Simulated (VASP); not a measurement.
# SnO in VASP: single point with PBE+D3(BJ)

Aim: the single point of SnO with PBE+D3(BJ).

Program: VASP 6.6.1. These are calculated values, not measurements. Logs are shortened: lines on timing, memory, paths and dates and some standing lists are left out, and cuts for length are marked.

### 1 The cell of the first run

The cell holds a slab with vacuum, 8 atoms: a = 3.820 Å, b = 3.820 Å, c = 22.226 Å, α = 90.00°, β = 90.00°, γ = 90.00°.

### 2 Single point, PBE+D3(BJ) (layers slid over each other)

File INCAR:

```
SYSTEM = SnO
PREC     = Accurate       ! precision mode
ENCUT    = 520            ! plane-wave cutoff, eV
EDIFF    = 1E-6           ! SCF threshold, eV
ISMEAR   = 0              ! smearing method
SIGMA    = 0.05           ! smearing width, eV
LREAL    = .False.        ! projectors in reciprocal space
LASPH    = .True.         ! aspherical terms in the spheres
NELM     = 80             ! most SCF steps
ALGO     = Normal         ! electronic algorithm
ISIF     = 2              ! what is computed and relaxed
LWAVE    = .False.        ! write WAVECAR
LCHARG   = .False.        ! write CHGCAR
LDIPOL   = .True.       
IDIPOL   = 3            
DIPOL    = 0.5 0.5 0.404
GGA      = PE             ! functional
IVDW     = 12             ! dispersion correction
NBANDS   = 50             ! bands
```

File KPOINTS:

```
regular mesh
0
Gamma
  7 7 1
  0 0 0
```

File POSCAR:

```
SnO
1.0
    3.8201629585      0.0000000000      0.0000000000
    0.0000000000      3.8201629585      0.0000000000
    0.0000000000      0.0000000000     22.2260830948
Sn O
4 4
Direct
    0.7500000000      0.2500000000      0.2024648239
    0.2500000000      0.7500000000      0.3087832219
    0.2500000000      1.2500000000      0.5000000000
    0.7500000000      0.7500000000      0.6063183980
    0.2500000000      0.2500000000      0.2556240229
    0.7500000000      0.7500000000      0.2556240229
    0.7500000000      1.2500000000      0.5531591990
    0.2500000000      0.7500000000      0.5531591990
```

Potentials or basis: VASP PAW PBE potentials, release 64 (Sn_d, O).

Command:

```bash
$ cat potpaw_PBE.64/Sn_d/POTCAR potpaw_PBE.64/O/POTCAR > POTCAR
$ mpirun -np 1 vasp_std > vasp.out
```

OUTCAR:

```text
SYSTEM = SnO
   PREC = Accurate
   ENCUT = 520
   EDIFF = 1E-6
   ISMEAR = 0
   LREAL = .False.
   LASPH = .True.
   NELM = 80
   ISIF = 2
   GGA = PE
   IVDW = 12
 IVDW          = 12

 ion  position               nearest neighbor table
   1  0.750  0.250  0.202-   5 2.25   6 2.25   6 2.25   5 2.25   2 3.59   2 3.59   2 3.59   2 3.59

   2  0.250  0.750  0.309-   5 2.25   6 2.25   5 2.25   6 2.25   1 3.59   1 3.59   1 3.59   1 3.59

   3  0.250  0.250  0.500-   7 2.25   8 2.25   8 2.25   7 2.25   4 3.59   4 3.59   4 3.59   4 3.59

   4  0.750  0.750  0.606-   7 2.25   8 2.25   7 2.25   8 2.25   3 3.59   3 3.59   3 3.59   3 3.59

   5  0.250  0.250  0.256-   1 2.25   2 2.25   2 2.25   1 2.25
   6  0.750  0.750  0.256-   1 2.25   2 2.25   1 2.25   2 2.25
   7  0.750  0.250  0.553-   3 2.25   4 2.25   4 2.25   3 2.25
   8  0.250  0.750  0.553-   3 2.25   4 2.25   3 2.25   4 2.25

  LATTYP: Found a simple tetragonal cell.
 ALAT       =     3.8201629585
 C/A-ratio  =     5.8180981639

  Lattice vectors:

 A1 = (   3.8201629585,   0.0000000000,   0.0000000000)
 A2 = (   0.0000000000,   3.8201629585,   0.0000000000)
 A3 = (   0.0000000000,   0.0000000000,  22.2260830948)

Analysis of symmetry for initial positions (statically):
=====================================================================
 Subroutine PRICEL returns:
 Original cell was already a primitive cell.

 Routine SETGRP: Setting up the symmetry group for a
 simple tetragonal supercell.

 Subroutine GETGRP returns: Found  8 space group operations
 (whereof  1 operations were pure point group operations)
 out of a pool of 16 trial point group operations.

The static configuration has the point symmetry C_1 .
 The point group associated with its full space group is D_2h.

Analysis of symmetry for dynamics (positions and initial velocities):
=====================================================================
 Subroutine PRICEL returns:
 Original cell was already a primitive cell.

 Routine SETGRP: Setting up the symmetry group for a
 simple tetragonal supercell.

 Subroutine GETGRP returns: Found  8 space group operations
 (whereof  1 operations were pure point group operations)
 out of a pool of 16 trial point group operations.

The dynamic configuration has the point symmetry C_1 .
 The point group associated with its full space group is D_2h.

 Subroutine INISYM returns: Found  8 space group operations
 (whereof  1 operations are pure point group operations),
 and found     1 'primitive' translations

----------------------------------------------------------------------------------------

                                     Primitive cell

  volume of cell :     324.3596

  direct lattice vectors                    reciprocal lattice vectors
     3.820162959  0.000000000  0.000000000     0.261768938  0.000000000  0.000000000
     0.000000000  3.820162959  0.000000000     0.000000000  0.261768938  0.000000000
     0.000000000  0.000000000 22.226083095     0.000000000  0.000000000  0.044992183

  length of vectors
     3.820162959  3.820162959 22.226083095     0.261768938  0.261768938  0.044992183

  position of ions in fractional coordinates (direct lattice)
     0.750000000  0.250000000  0.202464824
     0.250000000  0.750000000  0.308783222
     0.250000000  0.250000000  0.500000000
     0.750000000  0.750000000  0.606318398
     0.250000000  0.250000000  0.255624023
     0.750000000  0.750000000  0.255624023
     0.750000000  0.250000000  0.553159199
     0.250000000  0.750000000  0.553159199

  ion indices of the primitive-cell ions
   primitive index   ion index
                 1           1
                 2           2
                 3           3
                 4           4
                 5           5
                 6           6
                 7           7
                 8           8

----------------------------------------------------------------------------------------

 KPOINTS: regular mesh

Automatic generation of k-mesh.
 Grid dimensions read from file:
 generate k-points for:    7    7    1

 Generating k-lattice:

  Cartesian coordinates                     Fractional coordinates (reciprocal lattice)
     0.037395563  0.000000000  0.000000000     0.142857143  0.000000000  0.000000000
     0.000000000  0.037395563  0.000000000     0.000000000  0.142857143  0.000000000
     0.000000000  0.000000000  0.044992183     0.000000000  0.000000000  1.000000000

  Length of vectors
     0.037395563  0.037395563  0.044992183

  Shift w.r.t. Gamma in fractional coordinates (k-lattice)
     0.000000000  0.000000000  0.000000000

 Subroutine IBZKPT returns following result:
 ===========================================

 Found     16 irreducible k-points:

 Following reciprocal coordinates:
            Coordinates               Weight
  0.000000  0.000000  0.000000      1.000000
  0.142857  0.000000  0.000000      2.000000
  0.000000  0.142857  0.000000      2.000000
  0.285714  0.000000  0.000000      2.000000
  0.000000  0.285714  0.000000      2.000000
  0.428571  0.000000  0.000000      2.000000
[... 8 lines left out ...]
 -0.285714  0.428571  0.000000      4.000000
  0.428571  0.428571  0.000000      4.000000
   k-points           NKPTS =     16   k-points in BZ     NKDIM =     16   number of bands    NBANDS=     50
   number of dos      NEDOS =    301   number of ions     NIONS =      8
   total plane-waves  NPLWV = 131712
   dimension x,y,z NGX =    28 NGY =   28 NGZ =  168
   dimension x,y,z NGXF=    56 NGYF=   56 NGZF=  336
   ions per type =               4   4
   NGX,Y,Z   is equivalent  to a cutoff of  12.19, 12.19, 12.57 a.u.
   NGXF,Y,Z  is equivalent  to a cutoff of  24.37, 24.37, 25.13 a.u.
 SYSTEM =  SnO
   PREC   = accura    normal or accurate (medium, high low for compatibility)
   ISTART =      0    job   : 0-new  1-cont  2-samecut
   ICHARG =      2    charge: 1-file 2-atom 10-const
   ISPIN  =      1    spin polarized calculation?
   LNONCOLLINEAR =      F non collinear calculations
   LSORBIT =      F    spin-orbit coupling
   LASPH  =      T    aspherical Exc in radial PAW
   ENCUT  =  520.0 eV  38.22 Ry    6.18 a.u.   7.10  7.10 41.33*2*pi/ulx,y,z
   NELM   =     80;   NELMIN=  2; NELMDL= -5     # of ELM steps
   EDIFF  = 0.1E-05   stopping-criterion for ELM
   LREAL  =      F    real-space projection
   EDIFFG = 0.1E-04   stopping-criterion for IOM
   NSW    =      0    number of steps for IOM
   IBRION =     -1    ionic relax: 0-MD 1-quasi-New 2-CG
   NFREE  =      0    steps in history (QN), initial steepest desc. (CG)
   ISIF   =      2    stress and relaxation
   ISYM   =      2    0-nonsym 1-usesym 2-fastsym
   POTIM  = 0.5000    time-step for ionic-motion
   TEBEG  =    0.0;   TEEND  =   0.0 temperature during run
   PSTRESS=    0.0 pullay stress
   NELECT =      80.0000    total number of electrons
   NUPDOWN=      -1.0000    fix difference up-down
   EMIN   =  10.00;   EMAX   =-10.00  energy-range for DOS
   EFERMI =   0.00;   METHOD = LEGACY
   ISMEAR =     0;   SIGMA  =   0.05  broadening in eV -4-tet -1-fermi 0-gaus
   EFERMI_NEDOS =   21; number of points for ismear=-14 and -15
   IALGO  =     38    algorithm
   IMIX   =      4    mixing-type and parameters
     AMIX     =   0.40;   BMIX     =  1.00
     AMIX_MAG =   1.60;   BMIX_MAG =  1.00
  volume/ion in A,a.u.               =      40.54       273.61
  Fermi-wavevector in a.u.,A,eV,Ry     =   1.026666  1.940118 14.341132  1.054043
  Thomas-Fermi vector in A             =   2.160571
   LORBIT       =      0    0 simple, 1 ext, 2 COOP (PROOUT), +10 PAW based schemes
   GGA     = PE    functional components
   LHFCALC =     F    Hartree Fock is set to
   AEXX    =    0.0000 exact exchange contribution
   IVDW    =    12    specifies the selected vdW correction
   LEPSILON=     F    determine dielectric tensor
   LRPA    =     F    only Hartree local field effects (RPA)
 non-spin polarized calculation
 Gauss-broadening in eV      SIGMA  =   0.05
  energy-cutoff  :      520.00
  volume of cell :      324.36
 maximum number of plane-waves:      8769
   NGX = 15   NGY = 15   NGZ = 83

 dipolmoment           0.000000      0.000000      0.000036 electrons x Angstroem

 number of electron      79.9999970 magnetization

 dipolmoment           0.000000      0.000000     -0.000006 electrons x Angstroem

 Free energy of the ion-electron system (eV)
  ---------------------------------------------------
  ext. energy  EPLUGINS =         0.00000000
  ---------------------------------------------------
  free energy    TOTEN  =       -45.17303789 eV

  energy without entropy =      -45.17303789  energy(sigma->0) =      -45.17303789

 E-fermi :   0.0608     XC(G=0):  -5.3257

 val. band max:       -0.2202405317   @ k =   0.1429   0.0000   0.0000
 cond. band min:       2.2893615704   @ k =   0.4286   0.0000   0.0000
 fundamental gap:      2.5096021021
 Fermi energy:         0.0608171842

 k-point     1 :       0.0000    0.0000    0.0000
  band No.  band energies     occupation
      1     -21.0541      2.00000
      2     -21.0541      2.00000
      3     -20.6935      2.00000
      4     -20.6934      2.00000
      5     -20.6558      2.00000
      6     -20.6555      2.00000
[... 42 lines left out ...]
     49       5.2254      0.00000
     50       5.2319      0.00000

 k-point     2 :       0.1429    0.0000    0.0000
  band No.  band energies     occupation
      1     -21.0451      2.00000
      2     -21.0451      2.00000
      3     -20.6941      2.00000
      4     -20.6940      2.00000
      5     -20.6573      2.00000
      6     -20.6568      2.00000
[... 734 lines left out ...]
 k-point    16 :       0.4286    0.4286    0.0000
  band No.  band energies     occupation
      1     -20.9948      2.00000
      2     -20.9948      2.00000
      3     -20.9808      2.00000
      4     -20.9808      2.00000
      5     -20.6605      2.00000
      6     -20.6605      2.00000
[... 42 lines left out ...]
     49       6.3471      0.00000
     50       6.3541      0.00000

------------------------ aborting loop because EDIFF is reached ----------------------------------------

 vacuum level on the upper side and lower side of the slab       (xc-potential included)        -0.156        -0.153

 Edisp (eV)   -1.23394

 E8    (eV) :    -0.5456

  FORCE on cell =-STRESS in cart. coord.  units (eV):
  Direction    XX          YY          ZZ          XY          YZ          ZX
  --------------------------------------------------------------------------------------
  -------------------------------------------------------------------------------------
  Total       0.16050     0.22864    -0.12315     0.00000     0.00000     0.00000
  in kB       0.79279     1.12937    -0.60828     0.00000     0.00000     0.00000
  external pressure =        0.44 kB  Pullay stress =        0.00 kB

 VOLUME and BASIS-vectors are now :
 -----------------------------------------------------------------------------
  energy-cutoff  :      520.00
  volume of cell :      324.36
      direct lattice vectors                 reciprocal lattice vectors
     3.820162959  0.000000000  0.000000000     0.261768938  0.000000000  0.000000000
     0.000000000  3.820162959  0.000000000     0.000000000  0.261768938  0.000000000
     0.000000000  0.000000000 22.226083095     0.000000000  0.000000000  0.044992183

 POSITION                                       TOTAL-FORCE (eV/Angst)
 -----------------------------------------------------------------------------------
      2.86512      0.95504      4.50000         0.000000      0.000000     -0.082327
      0.95504      2.86512      6.86304         0.000000     -0.000000      0.143030
      0.95504      0.95504     11.11304         0.000000     -0.000000     -0.143030
      2.86512      2.86512     13.47608         0.000000     -0.000000      0.082327
      0.95504      0.95504      5.68152         0.000000      0.000000      0.006962
      2.86512      2.86512      5.68152         0.000000     -0.000000      0.007536
      2.86512      0.95504     12.29456         0.000000     -0.000000     -0.007536
      0.95504      2.86512     12.29456         0.000000     -0.000000     -0.006962
 -----------------------------------------------------------------------------------
    total drift:                                0.000000      0.000000     -0.000336

  FREE ENERGIE OF THE ION-ELECTRON SYSTEM (eV)
  ---------------------------------------------------
  free  energy   TOTEN  =       -46.4069739371 eV

  energy  without entropy=      -46.4069739371  energy(sigma->0) =      -46.40697394

 vacuum level on the upper side and lower side of the slab         4.795         4.800
```

It took 5.1 min on 1 thread of Intel Xeon Platinum 8488C (Sapphire Rapids), shared host; peak memory 0.44 GiB.

What came out:

| Quantity | Value |
| --- | --- |
| Free energy | -46.4070 eV |
| Largest force | 0.143 eV/Å |
| Band gap on the k mesh | 2.51 eV (least direct gap 2.58 eV) |
| Dispersion energy per atom | -0.154 eV |

Forces on the atoms (eV/Å):
```
Sn   0.000  0.000 -0.082
Sn   0.000  0.000  0.143
Sn   0.000  0.000 -0.143
Sn   0.000  0.000  0.082
O    0.000  0.000  0.007
O    0.000  0.000  0.008
O    0.000  0.000 -0.008
O    0.000  0.000 -0.007
```

Caveat: the cell differs from its parent crystal (layers slid over each other); spin-orbit coupling is left out, which moves the levels of the heavy elements.
